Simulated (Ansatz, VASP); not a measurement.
# SnO2: VASP beside Ansatz

Contents of INCAR:

```
SYSTEM = SnO2
  ALGO = Normal
  EDIFF = 1E-6
  ENCUT = 910
  GGA = PS
  GGA_COMPAT = .False.
  ISIF = 2
  ISMEAR = 0
  LASPH = .True.
  LCHARG = .False.
  LREAL = .False.
  LWAVE = .False.
  NBANDS = 20
  NELM = 120
  PREC = Accurate
  SIGMA = 0.05
```

KPOINTS

```
k-points
0
Gamma
  12 12 12
  0 0 0
```

File POSCAR:

```
SnO2
1.0
    1.5613801911      0.9014632736      4.2894384516
   -1.5613801911      0.9014632736      4.2894384516
    0.0000000000     -1.8029265473      4.2894384516
Sn O
1 2
Direct
    0.5000000000      0.5000000000      0.5000000000
    0.2477865012      0.2477865012      0.2477865012
    0.7522134988      0.7522134988      0.7522134988
```

Input for Ansatz:

```yaml
crystal:
  lattice:
    - [1.5613801911, 0.9014632736, 4.2894384516]
    - [-1.5613801911, 0.9014632736, 4.2894384516]
    - [0.0, -1.8029265473, 4.2894384516]
  atoms:
    - { symbol: Sn, position: [0.5, 0.5, 0.5] }
    - { symbol: O, position: [0.2477865012, 0.2477865012, 0.2477865012] }
    - { symbol: O, position: [0.7522134988, 0.7522134988, 0.7522134988] }
basis:
  ecutwfc: 520.0
kpoints:
  mp_grid: { grid: [12, 12, 12] }
hamiltonian:
  xc: pbesol
  pseudopotentials: { kind: paw, azcp: { folder: soft_1 } }
scf:
  occupations: { method: gaussian, width: 0.05 }
output:
  forces: true
  stress: true
  eigenvalues: true
```

Alike in both runs: task single point; functional PBEsol; k mesh 12 × 12 × 12; occupations gaussian, width 0.05 eV; no spin polarisation.

|  | VASP | Ansatz |
| --- | --- | --- |
| version | VASP 6.6.1 | Ansatz 0.2.0 |
| potentials or method | VASP PAW PBE potentials, release 64 (Sn_d, O_h), cutoff 910 eV | scalar-relativistic, plane waves, PAW |
| valence electrons in the cell | 26 | 26 |

|  | VASP | Ansatz | Ansatz less VASP |
| --- | --- | --- | --- |
| gap on the k mesh at the Fermi level (eV) | 2.02 | 2.01 | -0.009 |
| least direct gap on the mesh (eV) | 2.02 | 2.01 | -0.009 |
| rms of the force components (eV/Å) | 0.136 | 0.170 | +0.0341 |

VASP's potentials were made for PBE, not for PBEsol, and Ansatz warns of the same on its side. Atom by atom the forces differ by 0.034 eV/Å (rms over components).

Noted on VASP's run: the cutoff is short for stress, so the pressure is rough.
